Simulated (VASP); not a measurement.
# Ta12H in VASP: single point with PBE

Aim: the single point of Ta12H with PBE.

Everything below comes from runs of VASP 6.6.1. Logs are shortened: lines on timing, memory, paths and dates and some standing lists are left out, and cuts for length are marked.

### Step 1. The cell of the first run

The cell holds a slab with vacuum, 13 atoms: a = 5.749 Å, b = 5.749 Å, c = 20.027 Å, α = 90.00°, β = 90.00°, γ = 109.47°.

### Step 2. Single point, PBE

INCAR reads:

```
SYSTEM = Ta12H
ALGO     = Normal         ! electronic algorithm
DIPOL    = 0.5 0.5 0.328
EDIFF    = 1E-7           ! SCF threshold, eV
ENCUT    = 520            ! plane-wave cutoff, eV
GGA      = PE             ! functional
IDIPOL   = 3            
ISIF     = 2              ! what is computed and relaxed
ISMEAR   = 0              ! smearing method
LASPH    = .True.         ! aspherical terms in the spheres
LCHARG   = .False.        ! write CHGCAR
LDIPOL   = .True.       
LREAL    = .False.        ! projectors in reciprocal space
LWAVE    = .False.        ! write WAVECAR
NBANDS   = 78             ! bands
NELM     = 100            ! most SCF steps
PREC     = Accurate       ! precision mode
SIGMA    = 0.1            ! smearing width, eV
```

KPOINTS reads:

```
k-points
0
Gamma
  5 5 1
  0 0 0
```

POSCAR reads:

```
Ta12H
1.0
    5.7486197044      0.0000000000      0.0000000000
   -1.9162065681      5.4198506339      0.0000000000
    0.0000000000      0.0000000000     20.0266897310
Ta H
12 1
Direct
    0.2500000000      0.2500000000      0.1997334584
    0.2500000000      0.7500000000      0.1997334584
    0.7500000000      0.2500000000      0.1997334584
    0.7500000000      0.7500000000      0.1997334584
    0.0000000000      0.0000000000      0.3127671385
    0.0000000000      0.5000000000      0.3127671385
    0.5000000000      0.0000000000      0.3127671385
    0.5000000000      0.5000000000      0.3127671385
    0.2500000000      0.2500000000      0.4257663071
    0.2500000000      0.7500000000      0.4257663071
    0.7500000000      0.2500000000      0.4257663071
    0.7500000000      0.7500000000      0.4257663071
    0.3333333333      0.6666666667      0.5091532270
```

Potentials or basis: VASP PAW PBE potentials, release 64 (Ta_pv, H).

The run is started by

```bash
$ cat potpaw_PBE.64/Ta_pv/POTCAR potpaw_PBE.64/H/POTCAR > POTCAR
$ mpirun -np 1 vasp_std > vasp.out
```

OUTCAR:

```text
SYSTEM = Ta12H
   EDIFF = 1E-7
   ENCUT = 520
   GGA = PE
   ISIF = 2
   ISMEAR = 0
   LASPH = .True.
   LREAL = .False.
   NELM = 100
   PREC = Accurate

 ion  position               nearest neighbor table
   1  0.250  0.250  0.200-   5 2.81   8 2.81   2 2.87   2 2.87   3 2.87   3 2.87   7 3.26   6 3.26
                             4 3.32   4 3.32
   2  0.250  0.750  0.200-   6 2.81   7 2.81   1 2.87   1 2.87   4 2.87   4 2.87   5 3.26   8 3.26
                             3 3.32   3 3.32
   3  0.750  0.250  0.200-   6 2.81   7 2.81   4 2.87   4 2.87   1 2.87   1 2.87   5 3.26   8 3.26
                             2 3.32   2 3.32
   4  0.750  0.750  0.200-   5 2.81   8 2.81   3 2.87   3 2.87   2 2.87   2 2.87   7 3.26   6 3.26
                             1 3.32   1 3.32
   5  0.000  0.000  0.313-   9 2.81  12 2.81   1 2.81   4 2.81   6 2.87   6 2.87   7 2.87   7 2.87
                            11 3.26  10 3.26   3 3.26   2 3.26   8 3.32   8 3.32
   6  0.000  0.500  0.313-  10 2.81  11 2.81   2 2.81   3 2.81   5 2.87   5 2.87   8 2.87   8 2.87
                             9 3.26  12 3.26   1 3.26   4 3.26   7 3.32   7 3.32
   7  0.500  0.000  0.313-  10 2.81  11 2.81   2 2.81   3 2.81   8 2.87   8 2.87   5 2.87   5 2.87
                             9 3.26  12 3.26   1 3.26   4 3.26   6 3.32   6 3.32
   8  0.500  0.500  0.313-   9 2.81  12 2.81   1 2.81   4 2.81   7 2.87   7 2.87   6 2.87   6 2.87
                            11 3.26  10 3.26   3 3.26   2 3.26   5 3.32   5 3.32
   9  0.250  0.250  0.426-   5 2.81   8 2.81  10 2.87  10 2.87  11 2.87  11 2.87   7 3.26   6 3.26
                            12 3.32  12 3.32
  10  0.250  0.750  0.426-  13 1.84   7 2.81   6 2.81   9 2.87   9 2.87  12 2.87  12 2.87   8 3.26
                             5 3.26  11 3.32  11 3.32
  11  0.750  0.250  0.426-   6 2.81   7 2.81  12 2.87  12 2.87   9 2.87   9 2.87   5 3.26   8 3.26
                            10 3.32  10 3.32
  12  0.750  0.750  0.426-   5 2.81   8 2.81  11 2.87  11 2.87  10 2.87  10 2.87   7 3.26   6 3.26
                             9 3.32   9 3.32
  13  0.333  0.667  0.509-  10 1.84

  LATTYP: Found a base centered orthorhombic cell.
 ALAT       =     6.6379342676
 B/A-ratio  =     1.4142135624
 C/A-ratio  =     3.0170063341

  Lattice vectors:

 A1 = (   5.7486197044,   0.0000000000,   0.0000000000)
 A2 = (  -1.9162065681,   5.4198506339,   0.0000000000)
 A3 = (   0.0000000000,   0.0000000000,  20.0266897310)

Analysis of symmetry for initial positions (statically):
=====================================================================
 Subroutine PRICEL returns:
 Original cell was already a primitive cell.

 Routine SETGRP: Setting up the symmetry group for a
 base centered orthorhombic supercell.

 Subroutine GETGRP returns: Found  2 space group operations
 (whereof  2 operations were pure point group operations)
 out of a pool of  8 trial point group operations.

The static configuration has the point symmetry C_1h.

Analysis of symmetry for dynamics (positions and initial velocities):
[... 147 lines left out ...]
   LRPA    =     F    only Hartree local field effects (RPA)
 non-spin polarized calculation
 Gauss-broadening in eV      SIGMA  =   0.10
  energy-cutoff  :      520.00
  volume of cell :      623.96
 maximum number of plane-waves:     16835
 NGX is ok and might be reduce to    48
   NGX = 21   NGY = 21   NGZ = 75

 dipolmoment           0.000000      0.000000     -0.003716 electrons x Angstroem

 number of electron     132.9999987 magnetization

 dipolmoment           0.000000      0.000000      0.000220 electrons x Angstroem

 Free energy of the ion-electron system (eV)
  ---------------------------------------------------
  ext. energy  EPLUGINS =         0.00000000
  ---------------------------------------------------
  free energy    TOTEN  =      -136.02136555 eV

  energy without entropy =     -135.93976983  energy(sigma->0) =     -135.98056769

 E-fermi :  -0.9589     XC(G=0):  -5.4592

 val. band max:       -0.9680456307   @ k =  -0.4000   0.2000   0.0000
 cond. band min:      -0.9217629079   @ k =   0.2000   0.2000   0.0000
 fundamental gap:      0.0462827228
 Fermi energy:        -0.9589290406

 k-point     1 :       0.0000    0.0000    0.0000
  band No.  band energies     occupation
      1     -35.5271      2.00000
      2     -35.5077      2.00000
      3     -35.5036      2.00000
      4     -35.4973      2.00000
      5     -35.4592      2.00000
      6     -35.4247      2.00000
[... 718 lines left out ...]
     77       0.3842      0.00000
     78       0.5635      0.00000

------------------------ aborting loop because EDIFF is reached ----------------------------------------

 vacuum level on the upper side and lower side of the slab       (xc-potential included)        -0.068        -0.111

  FORCE on cell =-STRESS in cart. coord.  units (eV):
  Direction    XX          YY          ZZ          XY          YZ          ZX
  --------------------------------------------------------------------------------------
  -------------------------------------------------------------------------------------
  Total      -11.9382671    -11.6653881      1.5724660      0.3859091     -1.1729779      1.6588412
  in kB      -30.6543284    -29.9536471      4.0376790      0.9909130     -3.0118986      4.2594677
  external PRESSURE =     -18.8567655 kB  Pullay stress =       0.0000000 kB

 VOLUME and BASIS-vectors are now :
 -----------------------------------------------------------------------------
  energy-cutoff  :      520.00
  volume of cell :      623.96
      direct lattice vectors                 reciprocal lattice vectors
     5.748619704  0.000000000  0.000000000     0.173954802  0.061502310  0.000000000
    -1.916206568  5.419850634  0.000000000     0.000000000  0.184506930  0.000000000
     0.000000000  0.000000000 20.026689731     0.000000000  0.000000000  0.049933365

 POSITION                                       TOTAL-FORCE (eV/Angst)
 -----------------------------------------------------------------------------------
      0.95810      1.35496      4.00000        -0.023397     -0.020338     -0.020801
      0.00000      4.06489      4.00000        -0.007876      0.005569     -0.018981
      3.83241      1.35496      4.00000        -0.020377      0.014409      0.044302
      2.87431      4.06489      4.00000         0.011375      0.028838     -0.020801
      0.00000      0.00000      6.26369        -0.016424      0.011614     -0.242857
     -0.95810      2.70993      6.26369        -0.169443     -0.109310     -0.251242
      2.87431      0.00000      6.26369         0.046578      0.196189     -0.251242
      1.91621      2.70993      6.26369         0.022046     -0.015589      0.045186
      0.95810      1.35496      8.52669        -0.002760      0.098075      0.477866
      0.00000      4.06489      8.52669        -0.489138      0.345873     -0.173015
      3.83241      1.35496      8.52669         0.017283     -0.012221     -0.071142
      2.87431      4.06489      8.52669        -0.093386     -0.030089      0.477866
      0.63874      3.61323     10.19665         0.725520     -0.513020      0.004860
 -----------------------------------------------------------------------------------
    total drift:                                0.000018     -0.000013     -0.000826

  FREE ENERGIE OF THE ION-ELECTRON SYSTEM (eV)
  ---------------------------------------------------
  free  energy   TOTEN  =      -136.0213655478 eV

  energy  without entropy=     -135.9397698278  energy(sigma->0) =     -135.98056769

 vacuum level on the upper side and lower side of the slab         3.748         3.715
```

OSZICAR:

```text
N       E                     dE             d eps       ncg     rms          rms(c)
DAV:   1     0.114370558957E+04    0.11437E+04   -0.73838E+04  1764   0.148E+03
DAV:   2    -0.833043316947E+02   -0.12270E+04   -0.12088E+04  1616   0.392E+02
DAV:   3    -0.143661163607E+03   -0.60357E+02   -0.57358E+02  1768   0.711E+01
DAV:   4    -0.147389593201E+03   -0.37284E+01   -0.36091E+01  1952   0.142E+01
[... 24 lines left out ...]
DAV:  29    -0.136021363967E+03   -0.34207E-05   -0.12042E-07  1072   0.750E-04    0.324E-04
DAV:  30    -0.136021364837E+03   -0.87047E-06   -0.29048E-08   936   0.559E-04    0.227E-04
DAV:  31    -0.136021365272E+03   -0.43470E-06   -0.40411E-08   952   0.327E-04    0.210E-04
DAV:  32    -0.136021365462E+03   -0.19021E-06   -0.16467E-08   920   0.309E-04    0.134E-04
DAV:  33    -0.136021365548E+03   -0.85474E-07   -0.95793E-09   880   0.198E-04
   1 F= -.13602137E+03 E0= -.13598057E+03  d E =-.815957E-01
```

Wall time 29 min (1 thread of Intel Xeon 8259CL, shared host); peak memory 0.9 GiB.

Results:

```yaml
Free_energy: -136.0214 eV
Largest_force: 0.889 eV/Å
Band_gap_on_the_k_mesh: zero (an odd number of electrons rules out a gap without spin polarisation)
```

Forces on the atoms (eV/Å):
```
Ta  -0.023 -0.020 -0.021
Ta  -0.008  0.006 -0.019
Ta  -0.020  0.014  0.044
Ta   0.011  0.029 -0.021
Ta  -0.016  0.012 -0.243
Ta  -0.169 -0.109 -0.251
Ta   0.047  0.196 -0.251
Ta   0.022 -0.016  0.045
Ta  -0.003  0.098  0.478
Ta  -0.489  0.346 -0.173
Ta   0.017 -0.012 -0.071
Ta  -0.093 -0.030  0.478
H    0.726 -0.513  0.005
```

Levels at points of the mesh, in eV from the Fermi level:
```
           k point  band 65  band 66  band 67  band 68  band 69  band 70
(0.00, 0.00, 0.00)     0.30     0.48     0.56     0.78     0.98     1.16
```

Caveat: spin-orbit coupling is left out, which moves the levels of the heavy elements.

The gap in the log of VASP goes by the Fermi energy; the results here count the filled bands.